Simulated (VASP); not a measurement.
# Mg3CdSe4 (I4/mmm) in VASP: relaxation of cell and atoms with PBE

Aim: the relaxation of cell and atoms of Mg3CdSe4 with PBE.

All numbers are computed with VASP 6.6.1; they aren't measurements. Logs are shortened: lines on timing, memory, paths and dates and some standing lists are left out, and cuts for length are marked.

### Step 1. The cell of the first run

It takes space group I4/mmm (No. 139, tetragonal). The conventional cell has a = 8.592 Å, b = 8.592 Å, c = 5.718 Å, α = 90.00°, β = 90.00°, γ = 90.00°. Within 3.1 Å of Mg (site symmetry -4m2) lie 4 Se at 2.35 Å and 2 Mg at 2.86 Å. Mg (site symmetry 4/mmm) has 2 Cd at 2.86 Å and 8 Se at 3.75 Å within 3.8 Å. Cd (site symmetry 4/mmm) has 4 Se at 2.43 Å and 2 Mg at 2.86 Å within 3.2 Å. Within 3.1 Å of Se (site symmetry m2m) lie 2 Mg at 2.35 Å and 1 Cd at 2.43 Å.

The cell was generated, and may not be a known phase.

### Step 2. Relaxation of cell and atoms, PBE

The input, INCAR:

```
PREC     = Accurate       # precision mode
ENCUT    = 600            # plane-wave cutoff, eV
EDIFF    = 1E-7           # SCF threshold, eV
ISMEAR   = 0              # smearing method
SIGMA    = 0.15           # smearing width, eV
LREAL    = F              # projectors in reciprocal space
LASPH    = T              # aspherical terms in the spheres
NELM     = 120            # most SCF steps
ALGO     = Normal         # electronic algorithm
ISIF     = 3              # what is computed and relaxed
LWAVE    = F              # write WAVECAR
LCHARG   = F              # write CHGCAR
GGA      = PE             # functional
IBRION   = 2              # ionic algorithm
NSW      = 36             # ionic steps
EDIFFG   = -0.08          # ionic threshold
GGA_COMPAT= F            
NELMIN   = 4
```

The input, KPOINTS:

```
Automatic mesh
0
Gamma
  3 3 3
```

The input, POSCAR:

```
Mg3CdSe4
1.0
   -4.2959021300      4.2959021300      2.8588491700
    4.2959021300     -4.2959021300      2.8588491700
    4.2959021300      4.2959021300     -2.8588491700
Mg Cd Se
3 1 4
Direct
    0.7500000000      0.2500000000      0.5000000000
    0.2500000000      0.7500000000      0.5000000000
    0.0000000000      0.0000000000      0.0000000000
    0.5000000000      0.5000000000      0.0000000000
    0.5000000000      0.7823381500      0.2823381500
    0.5000000000      0.2176618500      0.7176618500
    0.2176618500      0.5000000000      0.7176618500
    0.7823381500      0.5000000000      0.2823381500
```

Potentials or basis: VASP PAW PBE potentials, release 64 (Mg, Cd, Se).

Started as:

```sh
> cat potpaw_PBE.64/Mg/POTCAR potpaw_PBE.64/Cd/POTCAR potpaw_PBE.64/Se/POTCAR > POTCAR
> mpirun -np 1 vasp_std > vasp.out
```

OUTCAR:

```text
PREC = Accurate
   ENCUT = 600
   EDIFF = 1E-7
   ISMEAR = 0
   LREAL = F
   LASPH = T
   NELM = 120
   ISIF = 3
   GGA = PE
   IBRION = 2
   NSW = 36
   EDIFFG = -0.08
   NELMIN = 4

 ion  position               nearest neighbor table
   1  0.750  0.250  0.500-   5 2.35   6 2.35   7 2.35   8 2.35   2 2.86   2 2.86
   2  0.250  0.750  0.500-   5 2.35   6 2.35   7 2.35   8 2.35   1 2.86   1 2.86
   3  0.000  0.000  0.000-   4 2.86   4 2.86
   4  0.500  0.500  0.000-   5 2.43   6 2.43   7 2.43   8 2.43   3 2.86   3 2.86
   5  0.500  0.782  0.282-   1 2.35   2 2.35   4 2.43
   6  0.500  0.218  0.718-   1 2.35   2 2.35   4 2.43
   7  0.218  0.500  0.718-   1 2.35   2 2.35   4 2.43
   8  0.782  0.500  0.282-   1 2.35   2 2.35   4 2.43

  LATTYP: Found a body centered tetragonal cell.
 ALAT       =     8.5918042600
 C/A-ratio  =     0.6654828447

  Lattice vectors:

 A1 = (  -4.2959021300,   4.2959021300,   2.8588491700)
 A2 = (   4.2959021300,  -4.2959021300,   2.8588491700)
 A3 = (   4.2959021300,   4.2959021300,  -2.8588491700)

Analysis of symmetry for initial positions (statically):
=====================================================================
 Subroutine PRICEL returns:
 Original cell was already a primitive cell.

 Routine SETGRP: Setting up the symmetry group for a
 body centered tetragonal supercell.

 Subroutine GETGRP returns: Found 16 space group operations
 (whereof 16 operations were pure point group operations)
 out of a pool of 16 trial point group operations.

The static configuration has the point symmetry D_4h.

Analysis of symmetry for dynamics (positions and initial velocities):
=====================================================================
 Subroutine PRICEL returns:
 Original cell was already a primitive cell.

 Routine SETGRP: Setting up the symmetry group for a
 body centered tetragonal supercell.

 Subroutine GETGRP returns: Found 16 space group operations
 (whereof 16 operations were pure point group operations)
 out of a pool of 16 trial point group operations.

The dynamic configuration has the point symmetry D_4h.

 Subroutine INISYM returns: Found 16 space group operations
 (whereof 16 operations are pure point group operations),
 and found     1 'primitive' translations

----------------------------------------------------------------------------------------

                                     Primitive cell

  volume of cell :     211.0377

  direct lattice vectors                    reciprocal lattice vectors
    -4.295902130  4.295902130  2.858849170     0.000000000  0.116389989  0.174895551
     4.295902130 -4.295902130  2.858849170     0.116389989  0.000000000  0.174895551
     4.295902130  4.295902130 -2.858849170     0.116389989  0.116389989  0.000000000

  length of vectors
     6.714355427  6.714355427  6.714355427     0.210083515  0.210083515  0.164600300

  position of ions in fractional coordinates (direct lattice)
     0.750000000  0.250000000  0.500000000
     0.250000000  0.750000000  0.500000000
     0.000000000  0.000000000  0.000000000
     0.500000000  0.500000000  0.000000000
     0.500000000  0.782338150  0.282338150
     0.500000000  0.217661850  0.717661850
     0.217661850  0.500000000  0.717661850
     0.782338150  0.500000000  0.282338150

  ion indices of the primitive-cell ions
   primitive index   ion index
                 1           1
                 2           2
                 3           3
                 4           4
                 5           5
                 6           6
                 7           7
                 8           8

----------------------------------------------------------------------------------------

 KPOINTS: Automatic mesh

Automatic generation of k-mesh.
 Grid dimensions read from file:
 generate k-points for:    3    3    3

 Generating k-lattice:

  Cartesian coordinates                     Fractional coordinates (reciprocal lattice)
     0.000000000  0.038796663  0.058298517     0.333333333  0.000000000 -0.000000000
     0.038796663  0.000000000  0.058298517     0.000000000  0.333333333 -0.000000000
     0.038796663  0.038796663  0.000000000     0.000000000  0.000000000  0.333333333

  Length of vectors
     0.070027838  0.070027838  0.054866767

  Shift w.r.t. Gamma in fractional coordinates (k-lattice)
     0.000000000  0.000000000  0.000000000

 Subroutine IBZKPT returns following result:
 ===========================================

 Found      6 irreducible k-points:

 Following reciprocal coordinates:
            Coordinates               Weight
  0.000000  0.000000  0.000000      1.000000
  0.333333  0.000000  0.000000      8.000000
  0.333333  0.333333  0.000000      8.000000
 -0.333333  0.333333  0.000000      4.000000
 -0.333333  0.333333  0.333333      4.000000
 -0.333333 -0.333333  0.333333      2.000000
   k-points           NKPTS =      6   k-points in BZ     NKDIM =      6   number of bands    NBANDS=     26
   number of dos      NEDOS =    301   number of ions     NIONS =      8
   total plane-waves  NPLWV = 157464
   dimension x,y,z NGX =    54 NGY =   54 NGZ =   54
   dimension x,y,z NGXF=   108 NGYF=  108 NGZF=  108
   ions per type =               3   1   4
   NGX,Y,Z   is equivalent  to a cutoff of  13.37, 13.37, 13.37 a.u.
   NGXF,Y,Z  is equivalent  to a cutoff of  26.74, 26.74, 26.74 a.u.
 SYSTEM =  unknown system
   PREC   = accura    normal or accurate (medium, high low for compatibility)
   ISTART =      0    job   : 0-new  1-cont  2-samecut
   ICHARG =      2    charge: 1-file 2-atom 10-const
   ISPIN  =      1    spin polarized calculation?
   LNONCOLLINEAR =      F non collinear calculations
   LSORBIT =      F    spin-orbit coupling
   LASPH  =      T    aspherical Exc in radial PAW
   ENCUT  =  600.0 eV  44.10 Ry    6.64 a.u.  13.41 13.41 13.41*2*pi/ulx,y,z
   NELM   =    120;   NELMIN=  4; NELMDL= -5     # of ELM steps
   EDIFF  = 0.1E-06   stopping-criterion for ELM
   LREAL  =      F    real-space projection
   EDIFFG = -.8E-01   stopping-criterion for IOM
   NSW    =     36    number of steps for IOM
   IBRION =      2    ionic relax: 0-MD 1-quasi-New 2-CG
   NFREE  =      1    steps in history (QN), initial steepest desc. (CG)
   ISIF   =      3    stress and relaxation
   ISYM   =      2    0-nonsym 1-usesym 2-fastsym
   POTIM  = 0.5000    time-step for ionic-motion
   TEBEG  =    0.0;   TEEND  =   0.0 temperature during run
   PSTRESS=    0.0 pullay stress
   NELECT =      42.0000    total number of electrons
   NUPDOWN=      -1.0000    fix difference up-down
   EMIN   =  10.00;   EMAX   =-10.00  energy-range for DOS
   EFERMI =   0.00;   METHOD = LEGACY
   ISMEAR =     0;   SIGMA  =   0.15  broadening in eV -4-tet -1-fermi 0-gaus
   EFERMI_NEDOS =   21; number of points for ismear=-14 and -15
   IALGO  =     38    algorithm
   IMIX   =      4    mixing-type and parameters
     AMIX     =   0.40;   BMIX     =  1.00
     AMIX_MAG =   1.60;   BMIX_MAG =  1.00
  volume/ion in A,a.u.               =      26.38       178.02
  Fermi-wavevector in a.u.,A,eV,Ry     =   0.955809  1.806218 12.429894  0.913571
  Thomas-Fermi vector in A             =   2.084681
   LORBIT       =      0    0 simple, 1 ext, 2 COOP (PROOUT), +10 PAW based schemes
   GGA     = PE    functional components
   LHFCALC =     F    Hartree Fock is set to
   AEXX    =    0.0000 exact exchange contribution
   IVDW    =     0    specifies the selected vdW correction
   LEPSILON=     F    determine dielectric tensor
   LRPA    =     F    only Hartree local field effects (RPA)
 conjugate gradient relaxation of ions
 non-spin polarized calculation
 Gauss-broadening in eV      SIGMA  =   0.15
  energy-cutoff  :      600.00
  volume of cell :      211.04
 maximum number of plane-waves:      7053
 NGX is ok and might be reduce to    54
   NGX = 27   NGY = 27   NGZ = 27

--------------------------------------- Ionic step        1  -------------------------------------------

 number of electron      42.0000005 magnetization

 Free energy of the ion-electron system (eV)
  ---------------------------------------------------
  ext. energy  EPLUGINS =         0.00000000
  ---------------------------------------------------
  free energy    TOTEN  =       -18.92449342 eV

  energy without entropy =      -18.83473449  energy(sigma->0) =      -18.87961396

 E-fermi :   1.6359     XC(G=0):  -8.3628

 val. band max:        1.5860685892   @ k =   0.3333   0.3333   0.0000
 cond. band min:       1.6708694356   @ k =  -0.3333   0.3333   0.0000
 fundamental gap:      0.0848008465
 Fermi energy:         1.6358632005

 k-point     1 :       0.0000    0.0000    0.0000
  band No.  band energies     occupation
      1     -11.7135      2.00000
      2     -10.6963      2.00000
      3     -10.5214      2.00000
      4     -10.5214      2.00000
      5      -7.5853      2.00000
      6      -7.3415      2.00000
[... 282 lines left out ...]
  FREE ENERGIE OF THE ION-ELECTRON SYSTEM (eV)
  ---------------------------------------------------
  free  energy   TOTEN  =       -21.2739964784 eV

  energy  without entropy=      -21.1674798548  energy(sigma->0) =      -21.22073817

[... ionic steps 4 to 10 ...]

--------------------------------------- Ionic step       11  -------------------------------------------

 number of electron      41.9999994 magnetization

------------------------ aborting loop because EDIFF is reached ----------------------------------------

  FORCE on cell =-STRESS in cart. coord.  units (eV):
  Direction    XX          YY          ZZ          XY          YZ          ZX
  --------------------------------------------------------------------------------------
  -------------------------------------------------------------------------------------
  Total       -0.3251635     -0.3251635     -1.0502694      0.0000000      0.0000000      0.0000000
  in kB       -1.7967993     -1.7967993     -5.8036135      0.0000000      0.0000000      0.0000000
  external PRESSURE =      -3.1324040 kB  Pullay stress =       0.0000000 kB
[... 69 lines left out ...]
  energy  without entropy=      -21.5843672185  energy(sigma->0) =      -21.62753420

--------------------------------------- Ionic step       13  -------------------------------------------

 number of electron      42.0000001 magnetization

 Free energy of the ion-electron system (eV)
  ---------------------------------------------------
  ext. energy  EPLUGINS =         0.00000000
  ---------------------------------------------------
  free energy    TOTEN  =       -21.67328749 eV

  energy without entropy =      -21.58727207  energy(sigma->0) =      -21.63027978

 E-fermi :  -0.1240     XC(G=0):  -7.2264

 val. band max:       -0.2044783154   @ k =  -0.3333   0.3333   0.3333
 cond. band min:      -0.0723007516   @ k =  -0.3333   0.3333   0.0000
 fundamental gap:      0.1321775638
 Fermi energy:        -0.1240246492

 k-point     1 :       0.0000    0.0000    0.0000
  band No.  band energies     occupation
      1     -12.6003      2.00000
      2     -12.1147      2.00000
      3     -11.6356      2.00000
      4     -11.6356      2.00000
      5      -8.4207      2.00000
      6      -8.4055      2.00000
[... 198 lines left out ...]
  FREE ENERGIE OF THE ION-ELECTRON SYSTEM (eV)
  ---------------------------------------------------
  free  energy   TOTEN  =       -21.6732874870 eV

  energy  without entropy=      -21.5872720727  energy(sigma->0) =      -21.63027978

 reached required accuracy - stopping structural energy minimisation
```

It took 24 min on 1 thread of Intel Xeon 8259CL, shared host; peak memory 0.45 GiB.

Results:

```
Free energy                           : -21.6733 eV
Relaxed volume                        : 35.95 Å³/atom
Relaxed cell                          : a = 7.215 Å, b = 7.215 Å, c = 7.215 Å, α = 107.15°, β = 107.15°, γ = 114.21°
Space group after relaxing (to 0.1 Å) : I4/mmm (No. 139)
Energy gained by relaxing             : 343.6 meV/atom
Ionic steps                           : 13
Pressure after relaxing               : 0.0 GPa
Largest force after relaxing          : 0.030 eV/Å
Band gap on the k mesh                : zero (bands 21 and 22 overlap by 0.13 eV)
```

Forces in eV/Å, atoms in the order of the input:
```
Mg   0.000  0.000  0.000
Mg   0.000  0.000  0.000
Mg   0.000  0.000  0.000
Cd   0.000  0.000  0.000
Se   0.030  0.000  0.000
Se  -0.030  0.000  0.000
Se   0.000 -0.030  0.000
Se   0.000  0.030  0.000
```

Stress tensor (GPa, compression positive):
```
 0.03  0.00  0.00
 0.00  0.03  0.00
 0.00  0.00 -0.10
```

Step by step:
```tsv
step	energy change (eV)	largest force (eV/Å)	pressure (GPa)	volume (Å³)
1	0.0000	0.1555	14.56	211.04
2	-2.2675	0.2485	-1.42	293.00
3	-2.3495	0.1651	0.25	274.78
4	-2.3504	0.1723	0.07	276.47
5	-2.3850	0.1618	0.06	277.69
6	-2.4588	0.1446	0.06	281.08
7	-2.5421	0.2073	-0.04	286.66
8	-2.6759	0.5713	-0.60	293.24
9	-2.6403	0.4504	-0.43	291.21
10	-2.6687	0.5285	-0.56	292.42
11	-2.7230	0.3320	-0.31	289.94
12	-2.7462	0.0852	0.03	287.03
13	-2.7488	0.0301	-0.02	287.60
```

Final structure:
```yaml
crystal:
  lattice:
    - [-4.28371, 4.28371, 3.91828]
    - [4.28371, -4.28371, 3.91828]
    - [4.28371, 4.28371, -3.91828]
  atoms:
    - { symbol: Mg, position: [0.75000, 0.25000, 0.50000] }
    - { symbol: Mg, position: [0.25000, 0.75000, 0.50000] }
    - { symbol: Mg, position: [0.00000, 0.00000, 0.00000] }
    - { symbol: Cd, position: [0.50000, 0.50000, 0.00000] }
    - { symbol: Se, position: [0.50000, 0.80856, 0.30856] }
    - { symbol: Se, position: [0.50000, 0.19144, 0.69144] }
    - { symbol: Se, position: [0.19144, 0.50000, 0.69144] }
    - { symbol: Se, position: [0.80856, 0.50000, 0.30856] }
```

Caveat: the k points lie up to 0.36 Å⁻¹ apart in the final cell; the volume moved by over 15 % at a fixed basis, so the end points are rough; semilocal functionals underestimate gaps, and a narrow one can read as zero.

The gap in the log of VASP goes by the Fermi energy; the results here count the filled bands.